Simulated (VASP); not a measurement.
BaZr2O5, 8 atoms in the cell. The structure is orthorhombic, space group Cmmm (No. 65). Conventional cell: a = 4.209 Å, b = 13.496 Å, c = 4.121 Å, α = 90.00°, β = 90.00°, γ = 90.00°. Within 3.7 Å of Ba (site symmetry mmm) lie 12 O at 2.80 to 3.18 Å and 8 Zr at 3.63 Å. Within 2.8 Å of Zr (site symmetry m2m) lie 6 O at 2.08 to 2.21 Å. O (site symmetry mmm) has 2 Zr at 2.12 Å and 4 O at 2.77 Å within 2.8 Å. O (site symmetry m2m) has 2 Zr at 2.08 Å and 2 O at 2.77 Å and 2 Ba at 2.80 Å within 2.8 Å. Within 3.3 Å of O (site symmetry m2m) lie 3 Zr at 2.13 to 2.21 Å and 10 O at 2.84 to 3.22 Å and 2 Ba at 3.18 Å. 

```yaml
Program: VASP 6.6.1
Task: single point
Functional: PBE
Potentials_or_basis: VASP PAW PBE potentials, release 64 (Ba_sv, Zr_sv, O)
Cutoff: 520 eV
k_mesh: 3 × 3 × 3
Occupations: gaussian, width 0.15 eV
Spin: no spin polarisation
Dipole_correction: no
Further_INCAR_settings: ALGO = Normal; EDIFF = 1e-06; NBANDS = 42
```

Potentials or basis: VASP PAW PBE potentials, release 64 (Ba_sv, Zr_sv, O).

Command:

```sh
$ cat potpaw_PBE.64/Ba_sv/POTCAR potpaw_PBE.64/Zr_sv/POTCAR potpaw_PBE.64/O/POTCAR > POTCAR
$ mpirun -np 1 vasp_std > vasp.out
```

Hardware: 1 thread of Intel Xeon 8259CL (shared host).

**Question.** Estimate the wall time of this run.

**Answer.** Run time: 2.6 min on 1 thread of Intel Xeon 8259CL, on a shared host, peak memory 0.3 GiB. Counts: scf iterations 15, k points 8.
